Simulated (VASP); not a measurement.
# Sr3Zn (Pm-3m) in VASP: a series of runs

Runs on Sr3Zn. Level: PBE. Tasks: single point.

Everything below comes from runs of VASP 6.6.1. Logs are shortened: lines on timing, memory, paths and dates and some standing lists are left out, and cuts for length are marked.

## 1. The cell of the first run

Symmetry: Pm-3m, No. 221, cubic system. Conventional cell: a = 5.552 Å, b = 5.552 Å, c = 5.552 Å, α = 90.00°, β = 90.00°, γ = 90.00°. Within 5.2 Å of Sr (site symmetry 4/mmm) lie 8 Sr at 3.93 Å and 4 Zn at 3.93 Å. Within 5.2 Å of Zn (site symmetry m-3m) lie 12 Sr at 3.93 Å.

## 2. Single point, PBE

File INCAR:

```
PREC = Accurate ; ENCUT = 520
EDIFF = 1E-6 ; ISMEAR = -1
SIGMA = 0.05 ; LREAL = F
LASPH = T ; NELM = 100
ALGO = Normal ; ISIF = 2
LWAVE = F ; LCHARG = T
GGA = PE ; LELF = T
LVHAR = T ; NBANDS = 29
```

File KPOINTS:

```
regular mesh
0
Gamma
  4 4 4
```

File POSCAR:

```
Sr3Zn
1.0
    5.5520527434      0.0000000000      0.0000000000
    0.0000000000      5.5520527434      0.0000000000
    0.0000000000      0.0000000000      5.5520527434
Sr Zn
3 1
Direct
    0.5000000000      0.0000000000      0.5000000000
    0.5000000000      0.5000000000      0.0000000000
    0.0000000000      0.5000000000      0.5000000000
    0.0000000000      0.0000000000      0.0000000000
```

Potentials or basis: VASP PAW PBE potentials, release 64 (Sr_sv, Zn).

Run with:

```sh
$ cat potpaw_PBE.64/Sr_sv/POTCAR potpaw_PBE.64/Zn/POTCAR > POTCAR
$ mpirun -np 1 vasp_std > vasp.out
```

OUTCAR:

```text
PREC = Accurate
   ENCUT = 520
   EDIFF = 1E-6
   ISMEAR = -1
   LREAL = F
   LASPH = T
   NELM = 100
   ISIF = 2
   GGA = PE

 ion  position               nearest neighbor table
   1  0.500  0.000  0.500-   2 3.93   3 3.93   4 3.93   2 3.93   4 3.93   2 3.93   3 3.93   2 3.93
                             3 3.93   4 3.93   4 3.93   3 3.93
   2  0.500  0.500  0.000-   1 3.93   3 3.93   4 3.93   1 3.93   3 3.93   1 3.93   4 3.93   1 3.93
                             3 3.93   4 3.93   3 3.93   4 3.93
   3  0.000  0.500  0.500-   1 3.93   2 3.93   4 3.93   2 3.93   4 3.93   1 3.93   4 3.93   4 3.93
                             1 3.93   2 3.93   2 3.93   1 3.93
   4  0.000  0.000  0.000-   1 3.93   2 3.93   3 3.93   1 3.93   3 3.93   2 3.93   3 3.93   3 3.93
                             1 3.93   2 3.93   1 3.93   2 3.93

  LATTYP: Found a simple cubic cell.
 ALAT       =     5.5520527434

  Lattice vectors:

 A1 = (   5.5520527434,   0.0000000000,   0.0000000000)
 A2 = (   0.0000000000,   5.5520527434,   0.0000000000)
 A3 = (   0.0000000000,   0.0000000000,   5.5520527434)

Analysis of symmetry for initial positions (statically):
=====================================================================
 Subroutine PRICEL returns:
 Original cell was already a primitive cell.

 Routine SETGRP: Setting up the symmetry group for a
 simple cubic supercell.

 Subroutine GETGRP returns: Found 48 space group operations
 (whereof 48 operations were pure point group operations)
 out of a pool of 48 trial point group operations.

The static configuration has the point symmetry O_h .

Analysis of symmetry for dynamics (positions and initial velocities):
=====================================================================
 Subroutine PRICEL returns:
 Original cell was already a primitive cell.

 Routine SETGRP: Setting up the symmetry group for a
 simple cubic supercell.

 Subroutine GETGRP returns: Found 48 space group operations
 (whereof 48 operations were pure point group operations)
 out of a pool of 48 trial point group operations.

The dynamic configuration has the point symmetry O_h .

 Subroutine INISYM returns: Found 48 space group operations
 (whereof 48 operations are pure point group operations),
 and found     1 'primitive' translations

----------------------------------------------------------------------------------------

                                     Primitive cell

  volume of cell :     171.1436

  direct lattice vectors                    reciprocal lattice vectors
     5.552052743  0.000000000  0.000000000     0.180113563  0.000000000  0.000000000
     0.000000000  5.552052743  0.000000000     0.000000000  0.180113563  0.000000000
     0.000000000  0.000000000  5.552052743     0.000000000  0.000000000  0.180113563

  length of vectors
     5.552052743  5.552052743  5.552052743     0.180113563  0.180113563  0.180113563

  position of ions in fractional coordinates (direct lattice)
     0.500000000  0.000000000  0.500000000
     0.500000000  0.500000000  0.000000000
     0.000000000  0.500000000  0.500000000
     0.000000000  0.000000000  0.000000000

  ion indices of the primitive-cell ions
   primitive index   ion index
                 1           1
                 2           2
                 3           3
                 4           4

----------------------------------------------------------------------------------------

 KPOINTS: regular mesh

Automatic generation of k-mesh.
 Grid dimensions read from file:
 generate k-points for:    4    4    4

 Generating k-lattice:

  Cartesian coordinates                     Fractional coordinates (reciprocal lattice)
     0.045028391  0.000000000  0.000000000     0.250000000  0.000000000  0.000000000
     0.000000000  0.045028391  0.000000000     0.000000000  0.250000000  0.000000000
     0.000000000  0.000000000  0.045028391     0.000000000  0.000000000  0.250000000

  Length of vectors
     0.045028391  0.045028391  0.045028391

  Shift w.r.t. Gamma in fractional coordinates (k-lattice)
     0.000000000  0.000000000  0.000000000

 Subroutine IBZKPT returns following result:
 ===========================================

 Found     10 irreducible k-points:

 Following reciprocal coordinates:
            Coordinates               Weight
  0.000000  0.000000  0.000000      1.000000
  0.250000  0.000000  0.000000      6.000000
  0.500000  0.000000  0.000000      3.000000
  0.250000  0.250000  0.000000     12.000000
  0.500000  0.250000  0.000000     12.000000
  0.500000  0.500000  0.000000      3.000000
  0.250000  0.250000  0.250000      8.000000
  0.500000  0.250000  0.250000     12.000000
  0.500000  0.500000  0.250000      6.000000
  0.500000  0.500000  0.500000      1.000000
   k-points           NKPTS =     10   k-points in BZ     NKDIM =     10   number of bands    NBANDS=     29
   number of dos      NEDOS =    301   number of ions     NIONS =      4
   total plane-waves  NPLWV =  74088
   dimension x,y,z NGX =    42 NGY =   42 NGZ =   42
   dimension x,y,z NGXF=    84 NGYF=   84 NGZF=   84
   ions per type =               3   1
   NGX,Y,Z   is equivalent  to a cutoff of  12.58, 12.58, 12.58 a.u.
   NGXF,Y,Z  is equivalent  to a cutoff of  25.15, 25.15, 25.15 a.u.
 SYSTEM =  unknown system
   PREC   = accura    normal or accurate (medium, high low for compatibility)
   ISTART =      0    job   : 0-new  1-cont  2-samecut
   ICHARG =      2    charge: 1-file 2-atom 10-const
   ISPIN  =      1    spin polarized calculation?
   LNONCOLLINEAR =      F non collinear calculations
   LSORBIT =      F    spin-orbit coupling
   LASPH  =      T    aspherical Exc in radial PAW
   ENCUT  =  520.0 eV  38.22 Ry    6.18 a.u.  10.32 10.32 10.32*2*pi/ulx,y,z
   NELM   =    100;   NELMIN=  2; NELMDL= -5     # of ELM steps
   EDIFF  = 0.1E-05   stopping-criterion for ELM
   LREAL  =      F    real-space projection
   EDIFFG = 0.1E-04   stopping-criterion for IOM
   NSW    =      0    number of steps for IOM
   IBRION =     -1    ionic relax: 0-MD 1-quasi-New 2-CG
   NFREE  =      0    steps in history (QN), initial steepest desc. (CG)
   ISIF   =      2    stress and relaxation
   ISYM   =      2    0-nonsym 1-usesym 2-fastsym
   POTIM  = 0.5000    time-step for ionic-motion
   TEBEG  =    0.0;   TEEND  =   0.0 temperature during run
   PSTRESS=    0.0 pullay stress
   NELECT =      42.0000    total number of electrons
   NUPDOWN=      -1.0000    fix difference up-down
   EMIN   =  10.00;   EMAX   =-10.00  energy-range for DOS
   EFERMI =   0.00;   METHOD = LEGACY
   ISMEAR =    -1;   SIGMA  =   0.05  broadening in eV -4-tet -1-fermi 0-gaus
   EFERMI_NEDOS =   21; number of points for ismear=-14 and -15
   IALGO  =     38    algorithm
   IMIX   =      4    mixing-type and parameters
     AMIX     =   0.40;   BMIX     =  1.00
     AMIX_MAG =   1.60;   BMIX_MAG =  1.00
  volume/ion in A,a.u.               =      42.79       288.73
  Fermi-wavevector in a.u.,A,eV,Ry     =   1.024954  1.936882 14.293336  1.050531
  Thomas-Fermi vector in A             =   2.158768
   LORBIT       =      0    0 simple, 1 ext, 2 COOP (PROOUT), +10 PAW based schemes
   GGA     = PE    functional components
   LHFCALC =     F    Hartree Fock is set to
   AEXX    =    0.0000 exact exchange contribution
   IVDW    =     0    specifies the selected vdW correction
   LEPSILON=     F    determine dielectric tensor
   LRPA    =     F    only Hartree local field effects (RPA)
 non-spin polarized calculation
  energy-cutoff  :      520.00
  volume of cell :      171.14
 maximum number of plane-waves:      4636
 NGX is ok and might be reduce to    42
   NGX = 21   NGY = 21   NGZ = 21

 number of electron      42.0000028 magnetization

 Free energy of the ion-electron system (eV)
  ---------------------------------------------------
  ext. energy  EPLUGINS =         0.00000000
  ---------------------------------------------------
  free energy    TOTEN  =        -5.72826309 eV

  energy without entropy =       -5.67592505  energy(sigma->0) =       -5.70209407

 E-fermi :   1.7329     XC(G=0):  -7.9244

 val. band max:        1.7172311979   @ k =   0.2500   0.2500   0.2500
 cond. band min:       1.7637418344   @ k =   0.5000   0.5000   0.2500
 fundamental gap:      0.0465106365
 Fermi energy:         1.7329262075

 k-point     1 :       0.0000    0.0000    0.0000
  band No.  band energies     occupation
      1     -34.7562      2.00000
      2     -34.7138      2.00000
      3     -34.7138      2.00000
      4     -16.8866      2.00000
      5     -16.8866      2.00000
      6     -16.8866      2.00000
[... 21 lines left out ...]
     28       4.1769      0.00000
     29       5.3139      0.00000

 k-point     2 :       0.2500    0.0000    0.0000
  band No.  band energies     occupation
      1     -34.7508      2.00000
      2     -34.7192      2.00000
      3     -34.7138      2.00000
      4     -16.8631      2.00000
      5     -16.8631      2.00000
      6     -16.8488      2.00000
[... 21 lines left out ...]
     28       4.1113      0.00000
     29       4.8809      0.00000

 k-point     3 :       0.5000    0.0000    0.0000
  band No.  band energies     occupation
      1     -34.7420      2.00000
      2     -34.7279      2.00000
      3     -34.7137      2.00000
      4     -16.8310      2.00000
      5     -16.8310      2.00000
      6     -16.7678      2.00000
[... 21 lines left out ...]
     28       4.1255      0.00000
     29       4.4428      0.00000

 k-point     4 :       0.2500    0.2500    0.0000
  band No.  band energies     occupation
      1     -34.7460      2.00000
      2     -34.7208      2.00000
      3     -34.7169      2.00000
      4     -16.8770      2.00000
      5     -16.8381      2.00000
      6     -16.7967      2.00000
[... 149 lines left out ...]
     28       4.5944      0.00000
     29       4.8254      0.00000

 k-point     9 :       0.5000    0.5000    0.2500
  band No.  band energies     occupation
      1     -34.7278      2.00000
      2     -34.7278      2.00000
      3     -34.7278      2.00000
      4     -16.9354      2.00000
      5     -16.8656      2.00000
      6     -16.8275      2.00000
[... 21 lines left out ...]
     28       4.4479      0.00000
     29       4.6323      0.00000

 k-point    10 :       0.5000    0.5000    0.5000
  band No.  band energies     occupation
      1     -34.7277      2.00000
      2     -34.7277      2.00000
      3     -34.7277      2.00000
      4     -16.9835      2.00000
      5     -16.8650      2.00000
      6     -16.8650      2.00000
[... 21 lines left out ...]
     28       4.1576      0.00000
     29       4.9268      0.00000

------------------------ aborting loop because EDIFF is reached ----------------------------------------

  FORCE on cell =-STRESS in cart. coord.  units (eV):
  Direction    XX          YY          ZZ          XY          YZ          ZX
  --------------------------------------------------------------------------------------
  -------------------------------------------------------------------------------------
  Total       -0.5726052     -0.5726052     -0.5726052     -0.0000000     -0.0000000     -0.0000000
  in kB       -5.3604981     -5.3604981     -5.3604981     -0.0000000     -0.0000000     -0.0000000
  external PRESSURE =      -5.3604981 kB  Pullay stress =       0.0000000 kB

 VOLUME and BASIS-vectors are now :
 -----------------------------------------------------------------------------
  energy-cutoff  :      520.00
  volume of cell :      171.14
      direct lattice vectors                 reciprocal lattice vectors
     5.552052743  0.000000000  0.000000000     0.180113563  0.000000000  0.000000000
     0.000000000  5.552052743  0.000000000     0.000000000  0.180113563  0.000000000
     0.000000000  0.000000000  5.552052743     0.000000000  0.000000000  0.180113563

 POSITION                                       TOTAL-FORCE (eV/Angst)
 -----------------------------------------------------------------------------------
      2.77603      0.00000      2.77603         0.000000      0.000000      0.000000
      2.77603      2.77603      0.00000         0.000000      0.000000      0.000000
      0.00000      2.77603      2.77603         0.000000      0.000000      0.000000
      0.00000      0.00000      0.00000         0.000000      0.000000      0.000000
 -----------------------------------------------------------------------------------
    total drift:                                0.000000     -0.000000     -0.000000

  FREE ENERGIE OF THE ION-ELECTRON SYSTEM (eV)
  ---------------------------------------------------
  free  energy   TOTEN  =        -5.7282630918 eV

  energy  without entropy=       -5.6759250525  energy(sigma->0) =       -5.70209407
```

Run time: 46 s. Hardware: 1 thread of Intel Xeon Platinum 8375C at 2.90GHz (Ice Lake), shared host; peak memory 0.27 GiB.

What came out:

| Item | Value |
| --- | --- |
| Free energy | -5.7283 eV |
| Pressure | -0.5 GPa |
| Band gap on the k mesh | zero (bands 21 and 22 overlap by 0.54 eV) |

## 3. Single point, PBE

This run uses another cell than the first one, of 43.61 Å³/atom.

File INCAR:

```
SYSTEM = Sr3Zn
PREC     = Accurate       ! precision mode
ENCUT    = 520            ! plane-wave cutoff, eV
EDIFF    = 1E-6           ! SCF threshold, eV
ISMEAR   = -1             ! smearing method
SIGMA    = 0.05           ! smearing width, eV
LREAL    = .FALSE.        ! projectors in reciprocal space
LASPH    = .TRUE.         ! aspherical terms in the spheres
NELM     = 100            ! most SCF steps
ALGO     = Normal         ! electronic algorithm
ISIF     = 2              ! what is computed and relaxed
LWAVE    = .FALSE.        ! write WAVECAR
LCHARG   = .TRUE.         ! write CHGCAR
GGA      = PE             ! functional
LELF     = .TRUE.         ! ELF
LVHAR    = .TRUE.       
NBANDS   = 29             ! bands
```

File KPOINTS:

```
Automatic mesh
0
G
  4 4 4
  0 0 0
```

File POSCAR:

```
Sr3Zn
1.0
    5.5874170901      0.0000000000      0.0000000000
    0.0000000000      5.5874170901      0.0000000000
    0.0000000000      0.0000000000      5.5874170901
Sr Zn
3 1
Direct
    0.5000000000      0.0000000000      0.5000000000
    0.5000000000      0.5000000000      0.0000000000
    0.0000000000      0.5000000000      0.5000000000
    0.0000000000      0.0000000000      0.0000000000
```

Potentials or basis: VASP PAW PBE potentials, release 64 (Sr_sv, Zn).

Run with:

```sh
$ cat potpaw_PBE.64/Sr_sv/POTCAR potpaw_PBE.64/Zn/POTCAR > POTCAR
$ mpirun -np 1 vasp_std > vasp.out
```

Run time: 52 s. Hardware: 1 thread of Intel Xeon Platinum 8375C at 2.90GHz (Ice Lake), shared host; peak memory 0.27 GiB.

The run converged. Its results:

* Free energy: -5.7151 eV
* Pressure: -0.8 GPa
* Band gap on the k mesh: zero (bands 21 and 22 overlap by 0.56 eV)

Levels at points of the mesh, in eV from the Fermi level:
```
           k point  band 18  band 19  band 20  band 21  band 22  band 23  band 24  band 25
(0.00, 0.00, 0.00)    -4.67    -1.70     0.10     0.10     0.75     0.75     0.75     0.95
(0.50, 0.00, 0.00)    -3.84    -2.55    -0.28     0.26     0.26     1.10     1.13     1.29
(0.50, 0.50, 0.00)    -3.44    -1.48    -1.48    -0.91     0.23     1.02     1.25     1.25
(0.50, 0.50, 0.50)    -3.46    -0.66    -0.66    -0.66    -0.13    -0.13    -0.13     0.51
```
